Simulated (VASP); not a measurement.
Here is a VASP 6.6.1 calculation.

POSCAR

```
Eu
1.0
   -2.2274745855      2.2274745855      2.2274745855
    2.2274745855     -2.2274745855      2.2274745855
    2.2274745855      2.2274745855     -2.2274745855
Eu
1
Direct
    0.0000000000      0.0000000000      0.0000000000
```

File INCAR.step1:

```
PREC = Accurate ; ENCUT = 520
ISMEAR = -1 ; SIGMA = 0.05
LREAL = F ; LASPH = T
NELM = 150 ; ISPIN = 2
MAGMOM = 7.31 ; LMAXMIX = 6
NBANDS = 18 ; GGA = PE
ALGO = Normal ; EDIFF = 1E-4
LWAVE = T ; LCHARG = F
```

File INCAR.step2:

```
PREC = Accurate ; ENCUT = 520
EDIFF = 1E-6 ; ISMEAR = -1
SIGMA = 0.05 ; LREAL = F
LASPH = T ; NELM = 150
ALGO = Normal ; ISIF = 2
LWAVE = F ; LCHARG = F
ISPIN = 2 ; MAGMOM = 7.31
LORBIT = 11 ; LMAXMIX = 6
METAGGA = R2SCAN ; LMIXTAU = T
NBANDS = 18 ; ISTART = 1
```

Contents of KPOINTS:

```
regular mesh
0
Gamma
  2 2 2
```

Potentials or basis: VASP PAW PBE potentials, release 64 (Eu).

Command:

```console
$ cat potpaw_PBE.64/Eu/POTCAR > POTCAR
$ cp INCAR.step1 INCAR
$ mpirun -np 1 vasp_std > vasp.out
$ cp INCAR.step2 INCAR
$ mpirun -np 1 vasp_std > vasp.out
```

**Question.** Predict the net moment.

**Answer.** 6.98 μB per cell.

**Question.** What does it give for the pressure?

**Answer.** -8.1 GPa.

**Question.** Predict the site moments.

**Answer.** Eu +6.53 μB.

**Question.** Predict the band gap on the k mesh.

**Answer.** Zero (filled and empty bands overlap).

Caveat: the k points lie up to 1.00 Å⁻¹ apart, too coarse for converged energies, forces and pressures; the PAW data sets were made with another functional, which shifts forces and pressure a little; spin-orbit coupling is left out, which moves the levels of the heavy elements; semilocal functionals describe open f shells poorly, which spoils levels, moments and volumes. The state reached can hang on the start; a lower one may exist.
